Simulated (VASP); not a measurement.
# La (Im-3m) in VASP: single point with LDA

Aim: the single point of La with LDA.

Program: VASP 6.6.1. These are calculated values, not measurements. Logs are shortened: lines on timing, memory, paths and dates and some standing lists are left out, and cuts for length are marked.

## Step 1: The cell of the first run

Symmetry: Im-3m, No. 229, cubic system. Conventional cell: a = 4.046 Å, b = 4.046 Å, c = 4.046 Å, α = 90.00°, β = 90.00°, γ = 90.00°. La (site symmetry m-3m) has 14 La at 3.50 to 4.05 Å within 4.6 Å.

## Step 2: Single point, LDA

The input, INCAR:

```
SYSTEM = La
PREC = Accurate ; ENCUT = 520
EDIFF = 1E-6 ; ISMEAR = -1
SIGMA = 0.08 ; LREAL = .FALSE.
LASPH = .TRUE. ; NELM = 80
ALGO = Normal ; ISIF = 2
LWAVE = .FALSE. ; LCHARG = .TRUE.
LELF = .TRUE. ; LVHAR = .TRUE.
NBANDS = 12
```

The input, KPOINTS:

```
regular mesh
0
G
  15 15 15
  0 0 0
```

The input, POSCAR:

```
La
1.0
   -2.0231007251      2.0231007251      2.0231007251
    2.0231007251     -2.0231007251      2.0231007251
    2.0231007251      2.0231007251     -2.0231007251
La
1
Direct
    0.0000000000      0.0000000000      0.0000000000
```

Potentials or basis: VASP PAW LDA potentials, release 64 (La).

Launch:

```console
$ cat potpaw_LDA.64/La/POTCAR > POTCAR
$ mpirun -np 1 vasp_std > vasp.out
```

OUTCAR:

```text
SYSTEM = La
   PREC = Accurate
   ENCUT = 520
   EDIFF = 1E-6
   ISMEAR = -1
   LREAL = .FALSE.
   LASPH = .TRUE.
   NELM = 80
   ISIF = 2

 ion  position               nearest neighbor table
   1  0.000  0.000  0.000-

  LATTYP: Found a body centered cubic cell.
 ALAT       =     4.0462014502

  Lattice vectors:

 A1 = (  -2.0231007251,   2.0231007251,   2.0231007251)
 A2 = (   2.0231007251,  -2.0231007251,   2.0231007251)
 A3 = (   2.0231007251,   2.0231007251,  -2.0231007251)

Analysis of symmetry for initial positions (statically):
=====================================================================
 Subroutine PRICEL returns:
 Original cell was already a primitive cell.

 Routine SETGRP: Setting up the symmetry group for a
 body centered cubic supercell.

 Subroutine GETGRP returns: Found 48 space group operations
 (whereof 48 operations were pure point group operations)
 out of a pool of 48 trial point group operations.

The static configuration has the point symmetry O_h .

Analysis of symmetry for dynamics (positions and initial velocities):
=====================================================================
 Subroutine PRICEL returns:
 Original cell was already a primitive cell.

 Routine SETGRP: Setting up the symmetry group for a
 body centered cubic supercell.

 Subroutine GETGRP returns: Found 48 space group operations
 (whereof 48 operations were pure point group operations)
 out of a pool of 48 trial point group operations.

The dynamic configuration has the point symmetry O_h .

 Subroutine INISYM returns: Found 48 space group operations
 (whereof 48 operations are pure point group operations),
 and found     1 'primitive' translations

----------------------------------------------------------------------------------------

                                     Primitive cell

  volume of cell :      33.1217

  direct lattice vectors                    reciprocal lattice vectors
    -2.023100725  2.023100725  2.023100725     0.000000000  0.247145381  0.247145381
     2.023100725 -2.023100725  2.023100725     0.247145381  0.000000000  0.247145381
     2.023100725  2.023100725 -2.023100725     0.247145381  0.247145381  0.000000000

  length of vectors
     3.504113245  3.504113245  3.504113245     0.349516350  0.349516350  0.349516350

  position of ions in fractional coordinates (direct lattice)
     0.000000000  0.000000000  0.000000000

  ion indices of the primitive-cell ions
   primitive index   ion index
                 1           1

----------------------------------------------------------------------------------------

 KPOINTS: regular mesh

Automatic generation of k-mesh.
 Grid dimensions read from file:
 generate k-points for:   15   15   15

 Generating k-lattice:

  Cartesian coordinates                     Fractional coordinates (reciprocal lattice)
     0.000000000  0.016476359  0.016476359     0.066666667  0.000000000  0.000000000
     0.016476359  0.000000000  0.016476359     0.000000000  0.066666667  0.000000000
     0.016476359  0.016476359  0.000000000     0.000000000  0.000000000  0.066666667

  Length of vectors
     0.023301090  0.023301090  0.023301090

  Shift w.r.t. Gamma in fractional coordinates (k-lattice)
     0.000000000  0.000000000  0.000000000

 Subroutine IBZKPT returns following result:
 ===========================================

 Found    120 irreducible k-points:

 Following reciprocal coordinates:
            Coordinates               Weight
  0.000000  0.000000  0.000000      1.000000
  0.066667  0.000000  0.000000     12.000000
  0.133333  0.000000  0.000000     12.000000
  0.200000  0.000000  0.000000     12.000000
  0.266667  0.000000  0.000000     12.000000
  0.333333  0.000000  0.000000     12.000000
[... 16 lines left out ...]
  0.333333  0.200000  0.000000     48.000000
  0.400000  0.200000  0.000000     24.000000
 [... further k-points ...]
   k-points           NKPTS =    120   k-points in BZ     NKDIM =    120   number of bands    NBANDS=     12
   number of dos      NEDOS =    301   number of ions     NIONS =      1
   total plane-waves  NPLWV =  21952
   dimension x,y,z NGX =    28 NGY =   28 NGZ =   28
   dimension x,y,z NGXF=    56 NGYF=   56 NGZF=   56
   ions per type =               1
   NGX,Y,Z   is equivalent  to a cutoff of  13.28, 13.28, 13.28 a.u.
   NGXF,Y,Z  is equivalent  to a cutoff of  26.57, 26.57, 26.57 a.u.
 SYSTEM =  La
   PREC   = accura    normal or accurate (medium, high low for compatibility)
   ISTART =      0    job   : 0-new  1-cont  2-samecut
   ICHARG =      2    charge: 1-file 2-atom 10-const
   ISPIN  =      1    spin polarized calculation?
   LNONCOLLINEAR =      F non collinear calculations
   LSORBIT =      F    spin-orbit coupling
   LASPH  =      T    aspherical Exc in radial PAW
   ENCUT  =  520.0 eV  38.22 Ry    6.18 a.u.   6.52  6.52  6.52*2*pi/ulx,y,z
   NELM   =     80;   NELMIN=  2; NELMDL= -5     # of ELM steps
   EDIFF  = 0.1E-05   stopping-criterion for ELM
   LREAL  =      F    real-space projection
   EDIFFG = 0.1E-04   stopping-criterion for IOM
   NSW    =      0    number of steps for IOM
   IBRION =     -1    ionic relax: 0-MD 1-quasi-New 2-CG
   NFREE  =      0    steps in history (QN), initial steepest desc. (CG)
   ISIF   =      2    stress and relaxation
   ISYM   =      2    0-nonsym 1-usesym 2-fastsym
   POTIM  = 0.5000    time-step for ionic-motion
   TEBEG  =    0.0;   TEEND  =   0.0 temperature during run
   PSTRESS=    0.0 pullay stress
   NELECT =      11.0000    total number of electrons
   NUPDOWN=      -1.0000    fix difference up-down
   EMIN   =  10.00;   EMAX   =-10.00  energy-range for DOS
   EFERMI =   0.00;   METHOD = LEGACY
   ISMEAR =    -1;   SIGMA  =   0.08  broadening in eV -4-tet -1-fermi 0-gaus
   EFERMI_NEDOS =   21; number of points for ismear=-14 and -15
   IALGO  =     38    algorithm
   IMIX   =      4    mixing-type and parameters
     AMIX     =   0.40;   BMIX     =  1.00
     AMIX_MAG =   1.60;   BMIX_MAG =  1.00
  volume/ion in A,a.u.               =      33.12       223.52
  Fermi-wavevector in a.u.,A,eV,Ry     =   1.133709  2.142399 17.487512  1.285296
  Thomas-Fermi vector in A             =   2.270412
   LORBIT       =      0    0 simple, 1 ext, 2 COOP (PROOUT), +10 PAW based schemes
   GGA     = CA    functional components
   LHFCALC =     F    Hartree Fock is set to
   AEXX    =    0.0000 exact exchange contribution
   IVDW    =     0    specifies the selected vdW correction
   LEPSILON=     F    determine dielectric tensor
   LRPA    =     F    only Hartree local field effects (RPA)
 non-spin polarized calculation
  energy-cutoff  :      520.00
  volume of cell :       33.12
 maximum number of plane-waves:       935
 NGX is ok and might be reduce to    28
   NGX = 13   NGY = 13   NGZ = 13

 number of electron      11.0000000 magnetization

 Free energy of the ion-electron system (eV)
  ---------------------------------------------------
  ext. energy  EPLUGINS =         0.00000000
  ---------------------------------------------------
  free energy    TOTEN  =        -5.46352060 eV

  energy without entropy =       -5.40822656  energy(sigma->0) =       -5.43587358

 E-fermi :   8.7667     XC(G=0): -10.2376

 val. band max:        8.7633181821   @ k =  -0.3333   0.4667   0.0667
 cond. band min:       8.7667916147   @ k =   0.2667   0.1333  -0.0000
 fundamental gap:      0.0034734326
 Fermi energy:         8.7667282153

 k-point     1 :       0.0000    0.0000    0.0000
  band No.  band energies     occupation
      1     -23.8529      2.00000
      2      -6.5488      2.00000
      3      -6.5488      2.00000
      4      -6.5488      2.00000
      5       5.7231      2.00000
      6      10.2706      0.00000
      7      10.2706      0.00000
      8      10.2706      0.00000
      9      10.3661      0.00000
     10      10.3661      0.00000
     11      10.3661      0.00000
     12      11.1726      0.00000

 k-point     2 :       0.0667    0.0000    0.0000
  band No.  band energies     occupation
      1     -23.8393      2.00000
      2      -6.6470      2.00000
      3      -6.5767      2.00000
      4      -6.5502      2.00000
      5       5.8911      2.00000
      6      10.0013      0.00000
      7      10.0131      0.00000
      8      10.2651      0.00000
      9      10.4150      0.00000
     10      10.5628      0.00000
     11      10.5695      0.00000
     12      11.1555      0.00000

 k-point     3 :       0.1333    0.0000    0.0000
  band No.  band energies     occupation
      1     -23.8005      2.00000
      2      -6.9147      2.00000
      3      -6.6545      2.00000
      4      -6.5544      2.00000
      5       6.3388      2.00000
      6       9.6628      0.00003
      7       9.6748      0.00002
      8      10.2527      0.00000
      9      10.5114      0.00000
     10      10.7205      0.00000
     11      10.7364      0.00000
     12      11.1172      0.00000
[... 286 lines left out ...]
 k-point    23 :       0.3333    0.2000    0.0000
  band No.  band energies     occupation
      1     -23.5092      2.00000
      2      -8.2269      2.00000
      3      -7.4149      2.00000
      4      -6.7598      2.00000
      5       7.6893      2.00000
      6       8.7613      1.03418
      7      10.0506      0.00000
      8      10.4485      0.00000
      9      10.6668      0.00000
     10      10.9651      0.00000
     11      11.0071      0.00000
     12      11.1243      0.00000

 k-point    24 :       0.4000    0.2000    0.0000
  band No.  band energies     occupation
      1     -23.4971      2.00000
      2      -8.2586      2.00000
      3      -7.4650      2.00000
      4      -6.7645      2.00000
      5       7.6428      2.00000
      6       8.7724      0.96476
      7      10.1656      0.00000
      8      10.4081      0.00000
      9      10.6894      0.00000
     10      10.9913      0.00000
     11      11.0494      0.00000
     12      11.0809      0.00000

 [... further k-points ...]
[... 5 lines left out ...]
  --------------------------------------------------------------------------------------
  -------------------------------------------------------------------------------------
  Total       -0.0152681     -0.0152681     -0.0152681      0.0000000      0.0000000      0.0000000
  in kB       -0.7385577     -0.7385577     -0.7385577      0.0000000      0.0000000      0.0000000
  external PRESSURE =      -0.7385577 kB  Pullay stress =       0.0000000 kB

 VOLUME and BASIS-vectors are now :
 -----------------------------------------------------------------------------
  energy-cutoff  :      520.00
  volume of cell :       33.12
      direct lattice vectors                 reciprocal lattice vectors
    -2.023100725  2.023100725  2.023100725     0.000000000  0.247145381  0.247145381
     2.023100725 -2.023100725  2.023100725     0.247145381  0.000000000  0.247145381
     2.023100725  2.023100725 -2.023100725     0.247145381  0.247145381  0.000000000

 POSITION                                       TOTAL-FORCE (eV/Angst)
 -----------------------------------------------------------------------------------
      0.00000      0.00000      0.00000         0.000000      0.000000     -0.000000
 -----------------------------------------------------------------------------------
    total drift:                               -0.000000      0.000000      0.000000

  FREE ENERGIE OF THE ION-ELECTRON SYSTEM (eV)
  ---------------------------------------------------
  free  energy   TOTEN  =        -5.4635205973 eV

  energy  without entropy=       -5.4082265607  energy(sigma->0) =       -5.43587358
```

Run time: 40 s. Hardware: 1 thread of Intel Xeon Platinum 8375C at 2.90GHz (Ice Lake), shared host; peak memory 0.19 GiB.

Results:

| Property | Result |
| --- | --- |
| Free energy | -5.4635 eV |
| Pressure | -0.1 GPa |

Levels at points of the mesh, in eV from the Fermi level:
| k point | band 2 | band 3 | band 4 | band 5 | band 6 | band 7 | band 8 | band 9 |
| --- | --- | --- | --- | --- | --- | --- | --- | --- |
| (0.00, 0.00, 0.00) | -15.32 | -15.32 | -15.32 | -3.04 | 1.50 | 1.50 | 1.50 | 1.60 |

Caveat: spin-orbit coupling is left out, which moves the levels of the heavy elements.
